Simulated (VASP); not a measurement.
Input of a VASP 6.6.1 run:

File INCAR:

```
SYSTEM = NaCl
PREC = Accurate ; ENCUT = 520
EDIFF = 1E-7 ; ISMEAR = 0
SIGMA = 0.02 ; LREAL = .False.
LASPH = .True. ; NELM = 80
ALGO = Normal ; ISIF = 2
LWAVE = .False. ; LCHARG = .True.
GGA = PE ; LELF = .True.
LVHAR = .True. ; NBANDS = 14
```

File KPOINTS:

```
regular mesh
0
Gamma
  8 8 8
  0 0 0
```

Contents of POSCAR:

```
NaCl
1.0
    0.0000000000      2.8317500000      2.8317500000
    2.8317500000      0.0000000000      2.8317500000
    2.8317500000      2.8317500000      0.0000000000
Na Cl
1 1
Direct
    0.0264853889     -0.0264853889      0.0264853889
    0.5000000000      0.5000000000      0.5000000000
```

Potentials or basis: VASP PAW PBE potentials, release 64 (Na_pv, Cl).

Command:

```sh
$ cat potpaw_PBE.64/Na_pv/POTCAR potpaw_PBE.64/Cl/POTCAR > POTCAR
$ mpirun -np 1 vasp_std > vasp.out
```

Q: Predict the band gap on the k mesh.

A: 5.06 eV.

Q: What does it give for the pressure?

A: 0.6 GPa.

Q: Estimate the largest force.

A: 0.215 eV/Å.

Stress tensor (GPa, compression positive):
```
0.34 0.00 0.00
0.00 1.21 0.00
0.00 0.00 0.34
```

Caveat: the cell differs from its parent crystal (one atom moved). A k mesh can miss the band edges.
